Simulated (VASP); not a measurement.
## TiC: single point with PBE

TiC:

```
Ti C
1.0
     3.04161    0.00000    0.00000
    -1.52080    2.63411    0.00000
     0.00000    0.00000    5.38125
Ti C
2 2
Cartesian
  0.0000 0.0000 0.0000
  0.0000 0.0000 2.6906
  0.0000 1.7561 1.3453
  1.5208 0.8780 4.0359
```

```yaml
Program: VASP 6.6.1
Task: single point
Functional: PBE
Potentials_or_basis: VASP PAW PBE potentials, release 64 (Ti_sv, C)
Cutoff: 520 eV
k_mesh: 12 × 12 × 9
Occupations: gaussian, width 0.1 eV
Spin: no spin polarisation
Dipole_correction: no
Further_INCAR_settings: ALGO = Normal; EDIFF = 1e-06; NBANDS = 24
```

The pressure is 0.0 GPa and the band gap on the k mesh is zero (band 16 reaches 9.74 eV, above the bottom of band 17 at 8.33 eV).

Levels at points of the mesh, in eV from the Fermi level:
```
           k point  band 14  band 15  band 16  band 17  band 18  band 19
(0.00, 0.00, 0.00)    -1.03     1.18     1.18     1.20     1.20     1.31
(0.50, 0.00, 0.00)    -2.29    -1.32    -0.92     0.52     1.38     2.91
```

It took 63 s on 1 thread of Intel(R) Xeon(R) Platinum 8259CL CPU @ 2.50GHz (Skylake/Cascade Lake) (shared host), peak memory 0.21 GiB.
